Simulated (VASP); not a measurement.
# SrC8 in VASP: further runs

SrC8 is run at these levels: PBE; tasks: single point, relaxation of cell and atoms.

All numbers are computed with VASP 6.6.1; they aren't measurements. Logs are shortened: lines on timing, memory, paths and dates and some standing lists are left out, and cuts for length are marked.

**1. The cell of the first run**

The structure is hexagonal, space group P6/mmm (No. 191). The conventional cell has a = 4.997 Å, b = 4.997 Å, c = 4.885 Å, α = 90.00°, β = 90.00°, γ = 120.00°. Sr (site symmetry 6/mmm) has 24 C at 2.84 to 3.78 Å within 3.8 Å. C (site symmetry mm2) has 3 C at 1.44 to 1.45 Å within 1.9 Å. Within 1.9 Å of C (site symmetry -6m2) lie 3 C at 1.44 Å.

The cell was generated, and may not be a known phase.

**2. Single point, PBE**

INCAR reads:

```
PREC = Accurate ; ENCUT = 520
EDIFF = 1E-6 ; ISMEAR = 0
SIGMA = 0.1 ; LREAL = F
LASPH = T ; NELM = 100
ALGO = Fast ; ISIF = 2
LWAVE = F ; LCHARG = F
GGA = PE ; NBANDS = 31
```

KPOINTS reads:

```
regular mesh
0
Gamma
  9 9 8
```

POSCAR reads:

```
SrC8
1.0
    4.9968105566      0.0000000000      0.0000000000
   -2.4984052783      4.3273648799      0.0000000000
    0.0000000000      0.0000000000      4.8854999140
Sr C
1 8
Direct
    0.0000000000      0.0000000000      0.5000000000
    0.1671805655      0.3343611310      0.0000000000
    0.8328194345      0.1671805655      0.0000000000
    0.3343611310      0.1671805655      0.0000000000
    0.6656388690      0.8328194345      0.0000000000
    0.1671805655      0.8328194345      0.0000000000
    0.8328194345      0.6656388690      0.0000000000
    0.3333333333      0.6666666667      0.0000000000
    0.6666666667      0.3333333333      0.0000000000
```

Potentials or basis: VASP PAW PBE potentials, release 64 (Sr_sv, C).

Run with:

```bash
$ cat potpaw_PBE.64/Sr_sv/POTCAR potpaw_PBE.64/C/POTCAR > POTCAR
$ mpirun -np 1 vasp_std > vasp.out
```

OUTCAR:

```text
PREC = Accurate
   ENCUT = 520
   EDIFF = 1E-6
   ISMEAR = 0
   LREAL = F
   LASPH = T
   NELM = 100
   ISIF = 2
   GGA = PE

 ion  position               nearest neighbor table
   1  0.000  0.000  0.500-   2 2.84   7 2.84   2 2.84   7 2.84   6 2.84   3 2.84   6 2.84   3 2.84
                             4 2.84   5 2.84   4 2.84   5 2.84
   2  0.167  0.334  0.000-   8 1.44   3 1.45   4 1.45   1 2.84   1 2.84
   3  0.833  0.167  0.000-   9 1.44   5 1.45   2 1.45   1 2.84   1 2.84
   4  0.334  0.167  0.000-   9 1.44   6 1.45   2 1.45   1 2.84   1 2.84
   5  0.666  0.833  0.000-   8 1.44   3 1.45   7 1.45   1 2.84   1 2.84
   6  0.167  0.833  0.000-   8 1.44   4 1.45   7 1.45   1 2.84   1 2.84
   7  0.833  0.666  0.000-   9 1.44   6 1.45   5 1.45   1 2.84   1 2.84
   8  0.333  0.667  0.000-   6 1.44   2 1.44   5 1.44
   9  0.667  0.333  0.000-   3 1.44   7 1.44   4 1.44

  LATTYP: Found a hexagonal cell.
 ALAT       =     4.9968105566
 C/A-ratio  =     0.9777236617

  Lattice vectors:

 A1 = (   4.9968105566,   0.0000000000,   0.0000000000)
 A2 = (  -2.4984052783,   4.3273648799,   0.0000000000)
 A3 = (   0.0000000000,   0.0000000000,   4.8854999140)

Analysis of symmetry for initial positions (statically):
=====================================================================
 Subroutine PRICEL returns:
 Original cell was already a primitive cell.

 Routine SETGRP: Setting up the symmetry group for a
 hexagonal supercell.

 Subroutine GETGRP returns: Found 24 space group operations
 (whereof 24 operations were pure point group operations)
 out of a pool of 24 trial point group operations.

The static configuration has the point symmetry D_6h.

Analysis of symmetry for dynamics (positions and initial velocities):
=====================================================================
 Subroutine PRICEL returns:
 Original cell was already a primitive cell.

 Routine SETGRP: Setting up the symmetry group for a
 hexagonal supercell.

 Subroutine GETGRP returns: Found 24 space group operations
 (whereof 24 operations were pure point group operations)
 out of a pool of 24 trial point group operations.

The dynamic configuration has the point symmetry D_6h.

 Subroutine INISYM returns: Found 24 space group operations
 (whereof 24 operations are pure point group operations),
 and found     1 'primitive' translations

----------------------------------------------------------------------------------------

                                     Primitive cell

  volume of cell :     105.6393

  direct lattice vectors                    reciprocal lattice vectors
     4.996810557  0.000000000  0.000000000     0.200127659  0.115543758  0.000000000
    -2.498405278  4.327364880  0.000000000     0.000000000  0.231087516  0.000000000
     0.000000000  0.000000000  4.885499914     0.000000000  0.000000000  0.204687344

  length of vectors
     4.996810557  4.996810557  4.885499914     0.231087516  0.231087516  0.204687344

  position of ions in fractional coordinates (direct lattice)
     0.000000000  0.000000000  0.500000000
     0.167180565  0.334361131  0.000000000
     0.832819435  0.167180565  0.000000000
     0.334361131  0.167180565  0.000000000
     0.665638869  0.832819435  0.000000000
     0.167180565  0.832819435  0.000000000
     0.832819435  0.665638869  0.000000000
     0.333333333  0.666666667  0.000000000
     0.666666667  0.333333333  0.000000000

  ion indices of the primitive-cell ions
   primitive index   ion index
                 1           1
                 2           2
                 3           3
                 4           4
                 5           5
                 6           6
                 7           7
                 8           8
                 9           9

----------------------------------------------------------------------------------------

 KPOINTS: regular mesh

Automatic generation of k-mesh.
 Grid dimensions read from file:
 generate k-points for:    9    9    8

 Generating k-lattice:

  Cartesian coordinates                     Fractional coordinates (reciprocal lattice)
     0.022236407  0.012838195  0.000000000     0.111111111  0.000000000  0.000000000
     0.000000000  0.025676391  0.000000000     0.000000000  0.111111111  0.000000000
     0.000000000  0.000000000  0.025585918     0.000000000  0.000000000  0.125000000

  Length of vectors
     0.025676391  0.025676391  0.025585918

  Shift w.r.t. Gamma in fractional coordinates (k-lattice)
     0.000000000  0.000000000  0.000000000

 Subroutine IBZKPT returns following result:
 ===========================================

 Found     60 irreducible k-points:

 Following reciprocal coordinates:
            Coordinates               Weight
  0.000000  0.000000  0.000000      1.000000
  0.111111  0.000000  0.000000      6.000000
  0.222222  0.000000  0.000000      6.000000
  0.333333  0.000000  0.000000      6.000000
  0.444444  0.000000  0.000000      6.000000
  0.111111  0.111111  0.000000      6.000000
[... 16 lines left out ...]
  0.333333  0.222222  0.125000     24.000000
  0.333333  0.333333  0.125000      4.000000
 [... further k-points ...]
   k-points           NKPTS =     60   k-points in BZ     NKDIM =     60   number of bands    NBANDS=     31
   number of dos      NEDOS =    301   number of ions     NIONS =      9
   total plane-waves  NPLWV =  57600
   dimension x,y,z NGX =    40 NGY =   40 NGZ =   36
   dimension x,y,z NGXF=    80 NGYF=   80 NGZF=   72
   ions per type =               1   8
   NGX,Y,Z   is equivalent  to a cutoff of  13.31, 13.31, 12.25 a.u.
   NGXF,Y,Z  is equivalent  to a cutoff of  26.62, 26.62, 24.50 a.u.
 SYSTEM =  unknown system
   PREC   = accura    normal or accurate (medium, high low for compatibility)
   ISTART =      0    job   : 0-new  1-cont  2-samecut
   ICHARG =      2    charge: 1-file 2-atom 10-const
   ISPIN  =      1    spin polarized calculation?
   LNONCOLLINEAR =      F non collinear calculations
   LSORBIT =      F    spin-orbit coupling
   LASPH  =      T    aspherical Exc in radial PAW
   ENCUT  =  520.0 eV  38.22 Ry    6.18 a.u.   9.29  9.29  9.08*2*pi/ulx,y,z
   NELM   =    100;   NELMIN=  2; NELMDL= -5     # of ELM steps
   EDIFF  = 0.1E-05   stopping-criterion for ELM
   LREAL  =      F    real-space projection
   EDIFFG = 0.1E-04   stopping-criterion for IOM
   NSW    =      0    number of steps for IOM
   IBRION =     -1    ionic relax: 0-MD 1-quasi-New 2-CG
   NFREE  =      0    steps in history (QN), initial steepest desc. (CG)
   ISIF   =      2    stress and relaxation
   ISYM   =      2    0-nonsym 1-usesym 2-fastsym
   POTIM  = 0.5000    time-step for ionic-motion
   TEBEG  =    0.0;   TEEND  =   0.0 temperature during run
   PSTRESS=    0.0 pullay stress
   NELECT =      42.0000    total number of electrons
   NUPDOWN=      -1.0000    fix difference up-down
   EMIN   =  10.00;   EMAX   =-10.00  energy-range for DOS
   EFERMI =   0.00;   METHOD = LEGACY
   ISMEAR =     0;   SIGMA  =   0.10  broadening in eV -4-tet -1-fermi 0-gaus
   EFERMI_NEDOS =   21; number of points for ismear=-14 and -15
   IALGO  =     68    algorithm
   IMIX   =      4    mixing-type and parameters
     AMIX     =   0.40;   BMIX     =  1.00
     AMIX_MAG =   1.60;   BMIX_MAG =  1.00
  volume/ion in A,a.u.               =      11.74        79.21
  Fermi-wavevector in a.u.,A,eV,Ry     =   1.203786  2.274827 19.716228  1.449102
  Thomas-Fermi vector in A             =   2.339530
   LORBIT       =      0    0 simple, 1 ext, 2 COOP (PROOUT), +10 PAW based schemes
   GGA     = PE    functional components
   LHFCALC =     F    Hartree Fock is set to
   AEXX    =    0.0000 exact exchange contribution
   IVDW    =     0    specifies the selected vdW correction
   LEPSILON=     F    determine dielectric tensor
   LRPA    =     F    only Hartree local field effects (RPA)
 non-spin polarized calculation
 RMM-DIIS sequential band-by-band and
 Gauss-broadening in eV      SIGMA  =   0.10
  energy-cutoff  :      520.00
  volume of cell :      105.64
 maximum number of plane-waves:      2872
 NGX is ok and might be reduce to    40
   NGX = 19   NGY = 19   NGZ = 19

 number of electron      42.0000005 magnetization

 Free energy of the ion-electron system (eV)
  ---------------------------------------------------
  ext. energy  EPLUGINS =         0.00000000
  ---------------------------------------------------
  free energy    TOTEN  =       -75.69835607 eV

  energy without entropy =      -75.68844861  energy(sigma->0) =      -75.69340234

 E-fermi :   5.3395     XC(G=0):  -9.6147

 val. band max:        5.3339388294   @ k =   0.2222   0.1111   0.0000
 cond. band min:       5.3407341194   @ k =   0.2222   0.1111   0.0000
 fundamental gap:      0.0067952900
 Fermi energy:         5.3394548058

 k-point     1 :       0.0000    0.0000    0.0000
  band No.  band energies     occupation
      1     -31.2017      2.00000
      2     -15.0572      2.00000
      3     -13.3718      2.00000
      4     -13.3505      2.00000
      5     -13.3505      2.00000
      6      -9.8649      2.00000
[... 23 lines left out ...]
     30      12.2746      0.00000
     31      12.2747      0.00000

 k-point     2 :       0.1111    0.0000    0.0000
  band No.  band energies     occupation
      1     -31.2016      2.00000
      2     -14.9895      2.00000
      3     -13.3704      2.00000
      4     -13.3542      2.00000
      5     -13.3539      2.00000
      6     -10.5741      2.00000
[... 23 lines left out ...]
     30      12.2853      0.00000
     31      12.5565      0.00000

 k-point     3 :       0.2222    0.0000    0.0000
  band No.  band energies     occupation
      1     -31.2013      2.00000
      2     -14.7883      2.00000
      3     -13.3683      2.00000
      4     -13.3669      2.00000
      5     -13.3626      2.00000
      6     -11.5205      2.00000
[... 703 lines left out ...]
     30      12.7579      0.00000
     31      12.9183      0.00000

 k-point    24 :       0.3333    0.3333    0.1250
  band No.  band energies     occupation
      1     -31.2001      2.00000
      2     -13.8023      2.00000
      3     -13.5990      2.00000
      4     -13.5990      2.00000
      5     -12.8071      2.00000
      6     -12.7478      2.00000
[... 23 lines left out ...]
     30      10.7107      0.00000
     31      13.5054      0.00000

 [... further k-points ...]

------------------------ aborting loop because EDIFF is reached ----------------------------------------

  FORCE on cell =-STRESS in cart. coord.  units (eV):
  Direction    XX          YY          ZZ          XY          YZ          ZX
  --------------------------------------------------------------------------------------
  -------------------------------------------------------------------------------------
  Total        0.3227941      0.3227941      0.1726525      0.0000000     -0.0000000      0.0000000
  in kB        4.8956539      4.8956539      2.6185336      0.0000000     -0.0000000      0.0000000
  external PRESSURE =       4.1366138 kB  Pullay stress =       0.0000000 kB

 VOLUME and BASIS-vectors are now :
 -----------------------------------------------------------------------------
  energy-cutoff  :      520.00
  volume of cell :      105.64
      direct lattice vectors                 reciprocal lattice vectors
     4.996810557  0.000000000  0.000000000     0.200127659  0.115543758  0.000000000
    -2.498405278  4.327364880  0.000000000     0.000000000  0.231087516  0.000000000
     0.000000000  0.000000000  4.885499914     0.000000000  0.000000000  0.204687344

 POSITION                                       TOTAL-FORCE (eV/Angst)
 -----------------------------------------------------------------------------------
      0.00000      0.00000      2.44275         0.000000     -0.000000     -0.000000
     -0.00000      1.44690      0.00000         0.000000      0.009324      0.000000
      3.74376      0.72345      0.00000        -0.008075      0.004662      0.000000
      1.25305      0.72345      0.00000         0.008075      0.004662      0.000000
      1.24535      3.60391      0.00000        -0.008075     -0.004662     -0.000000
     -1.24535      3.60391      0.00000         0.008075     -0.004662     -0.000000
      2.49841      2.88046      0.00000         0.000000     -0.009324     -0.000000
     -0.00000      2.88491      0.00000         0.000000     -0.000000     -0.000000
      2.49841      1.44245      0.00000         0.000000     -0.000000     -0.000000
 -----------------------------------------------------------------------------------
    total drift:                                0.000000     -0.000000     -0.000000

  FREE ENERGIE OF THE ION-ELECTRON SYSTEM (eV)
  ---------------------------------------------------
  free  energy   TOTEN  =       -75.6983560713 eV

  energy  without entropy=      -75.6884486052  energy(sigma->0) =      -75.69340234
```

Wall time 6.8 min (1 thread of Oxide Virtual Turin-like, shared host); peak memory 0.3 GiB.

What came out:

```
Free energy            : -75.6984 eV
Pressure               : 0.4 GPa
Largest force          : 0.009 eV/Å
Band gap on the k mesh : zero (bands 21 and 22 overlap by 1.57 eV)
```

Forces in eV/Å, atoms in the order of the input:
```
Sr   0.000  0.000  0.000
C    0.000  0.009  0.000
C   -0.008  0.005  0.000
C    0.008  0.005  0.000
C   -0.008 -0.005  0.000
C    0.008 -0.005  0.000
C    0.000 -0.009  0.000
C    0.000  0.000  0.000
C    0.000  0.000  0.000
```

Levels at points of the mesh, in eV from the Fermi level:
```csv
k point,band 18,band 19,band 20,band 21,band 22,band 23,band 24,band 25
"(0.00, 0.00, 0.00)",-4.06,-4.06,-3.43,-0.84,0.09,0.09,0.65,2.48
"(0.00, 0.00, 0.50)",-3.81,-3.81,-3.60,-0.97,-0.82,-0.82,1.49,3.96
```

(Part 1 of 2 ends here.)

The gap in the log of VASP goes by the Fermi energy; the results here count the filled bands.